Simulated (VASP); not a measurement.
Wanted: the native input for a VASP 6.6.1 run.

```yaml
Task: single point
Functional: PBEsol
Potentials_or_basis: VASP PAW PBE potentials, release 64 (Be)
Cutoff: 520 eV
k_mesh: 12 × 12 × 8
Occupations: gaussian, width 0.0413 eV
Spin: no spin polarisation
Dipole_correction: no
Further_INCAR_settings: ALGO = Normal; EDIFF = 1e-06; NBANDS = 9
```

The structure of Be lies in POSCAR:

```
Be
1.0
    2.2563240212      0.0000000028      0.0000000000
   -1.1281620130      1.9540339201      0.0000000000
    0.0000000000      0.0000000000      3.5530108050
Be
2
Direct
    0.3333333333      0.6666666667      0.2500000000
    0.6666666667      0.3333333333      0.7500000000
```

The input as run:

INCAR

```
PREC = Accurate
ENCUT = 520
EDIFF = 1E-6
ISMEAR = 0
SIGMA = 0.0413
LREAL = False
LASPH = True
NELM = 80
ALGO = Normal
ISIF = 2
LWAVE = False
LCHARG = False
GGA = PS
NBANDS = 9
```

KPOINTS

```
Automatic mesh
0
Gamma
  12 12 8
```

Potentials or basis: VASP PAW PBE potentials, release 64 (Be).

Command:

```console
$ cat potpaw_PBE.64/Be/POTCAR > POTCAR
$ mpirun -np 1 vasp_std > vasp.out
```

It gave:

- Pressure: 0.4 GPa
- Band gap on the k mesh: zero (band 2 reaches 7.89 eV, above the bottom of band 3 at 6.01 eV)

Caveat: the PAW data sets were made with another functional, which shifts forces and pressure a little.

Wall time 8.2 s on 1 thread of Intel(R) Xeon(R) Platinum 8488C (Sapphire Rapids), with other jobs on the host, peak memory 0.12 GiB.
